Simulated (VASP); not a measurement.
**Al16HRu16 (a cell with a defect): single point with PBE**

System: Al16HRu16 (a cell with a defect).

```
CELL_PARAMETERS angstrom
0.00000 6.00688 6.00688
6.00688 0.00000 6.00688
6.00688 6.00688 0.00000
ATOMIC_POSITIONS crystal
Al 0.00144 0.00060 0.99899
Al 0.24969 0.25058 0.25042
Al 0.99947 0.00035 0.50064
Al 0.24945 0.24860 0.75098
Al 0.00128 0.49930 0.99971
Al 0.24914 0.75000 0.24958
Al 0.00049 0.49932 0.50026
Al 0.25017 0.74934 0.75082
Al 0.50005 0.00091 0.99867
Al 0.75074 0.24877 0.25025
Al 0.50071 0.99987 0.50028
Al 0.75072 0.24955 0.75003
Al 0.50087 0.49894 0.99924
Al 0.76485 0.75488 0.24469
Al 0.49516 0.48519 0.51439
Al 0.75110 0.74917 0.74901
Ru 0.12525 0.12481 0.12530
Ru 0.37529 0.37448 0.37475
Ru 0.12542 0.12463 0.62512
Ru 0.37450 0.37377 0.87776
Ru 0.12817 0.62364 0.12404
Ru 0.37203 0.87800 0.37716
Ru 0.12497 0.62479 0.62511
Ru 0.37580 0.87423 0.87478
Ru 0.62524 0.12507 0.12483
Ru 0.87462 0.37541 0.37482
Ru 0.62639 0.12186 0.62583
Ru 0.87554 0.37449 0.87497
Ru 0.62761 0.62244 0.12162
Ru 0.87628 0.87556 0.37597
Ru 0.62529 0.62477 0.62412
Ru 0.87557 0.87476 0.87447
H 0.56174 0.68830 0.31135
```

```
Program                : VASP 6.6.1
Task                   : single point
Functional             : PBE
Potentials or basis    : VASP PAW PBE potentials, release 64 (Al, Ru_pv, H)
Cutoff                 : 520 eV
k mesh                 : 2 × 2 × 2
Occupations            : methfessel-paxton, width 0.1 eV
Spin                   : no spin polarisation
Dipole correction      : no
Further INCAR settings : LREAL = Auto; ALGO = Normal; EDIFF = 1e-06; NBANDS = 158
```

```yaml
Pressure: 1.1 GPa
Largest_force: 0.237 eV/Å
Band_gap_on_the_k_mesh: zero (an odd number of electrons rules out a gap without spin polarisation)
```

Forces on the atoms (eV/Å):
```
Al   0.000  0.025 -0.085
Al   0.047 -0.022  0.011
Al   0.047 -0.022 -0.011
Al   0.000  0.025  0.085
Al   0.007  0.007  0.033
Al   0.000  0.024 -0.028
Al  -0.001 -0.021  0.020
Al  -0.007  0.007 -0.033
Al   0.000  0.023  0.027
Al   0.006  0.007 -0.033
Al  -0.006  0.007  0.033
Al  -0.001 -0.022 -0.020
Al  -0.046 -0.023 -0.009
Al   0.001  0.020  0.057
Al   0.001  0.019 -0.056
Al  -0.046 -0.023  0.009
Ru  -0.007 -0.008 -0.001
Ru   0.007 -0.007 -0.011
Ru  -0.152  0.002  0.000
Ru   0.001  0.042 -0.040
Ru  -0.005  0.046  0.040
Ru  -0.116  0.059  0.001
Ru  -0.004 -0.008 -0.012
Ru   0.011 -0.011  0.001
Ru  -0.004 -0.009  0.014
Ru   0.051 -0.022  0.001
Ru  -0.005  0.046 -0.038
Ru   0.150  0.004  0.001
Ru   0.113  0.057 -0.001
Ru   0.001  0.042  0.037
Ru  -0.047 -0.020 -0.001
Ru   0.007 -0.007  0.010
H   -0.002 -0.237  0.000
```

Stress tensor (GPa, compression positive):
```
0.95 0.00 0.00
0.00 0.77 0.00
0.00 0.00 1.66
```

Levels at points of the mesh, in eV from the Fermi level:
```tsv
k point	band 132	band 133	band 134	band 135	band 136	band 137	band 138	band 139	band 140	band 141
(0.00, 0.00, 0.00)	-1.22	-1.21	-1.20	-1.18	0.09	0.12	0.12	0.35	0.36	0.38
(0.50, 0.00, 0.00)	-0.47	-0.32	-0.30	-0.29	-0.28	-0.27	-0.26	0.02	0.03	0.06
(0.00, 0.50, 0.00)	-0.47	-0.32	-0.30	-0.29	-0.28	-0.27	-0.26	0.02	0.03	0.06
(0.00, 0.00, 0.50)	-0.47	-0.32	-0.30	-0.29	-0.28	-0.27	-0.26	0.02	0.03	0.06
(0.50, 0.50, 0.50)	-0.47	-0.32	-0.30	-0.29	-0.28	-0.27	-0.26	0.02	0.03	0.06
(0.50, 0.50, 0.00)	-0.51	-0.50	-0.49	0.19	0.24	0.60	0.64	0.65	0.66	1.42
(0.00, 0.50, 0.50)	-0.52	-0.52	-0.51	0.24	0.24	0.28	0.57	0.61	0.64	1.49
(0.50, 0.00, 0.50)	-0.52	-0.50	-0.50	0.22	0.25	0.58	0.58	0.60	0.65	1.38
```

Run time: 33 min on 1 thread of Intel(R) Xeon(R) Platinum 8488C (Sapphire Rapids) (shared host), peak memory 0.77 GiB.

Caveat: the k points lie up to 0.45 Å⁻¹ apart, too coarse for converged energies and pressures of a metal.
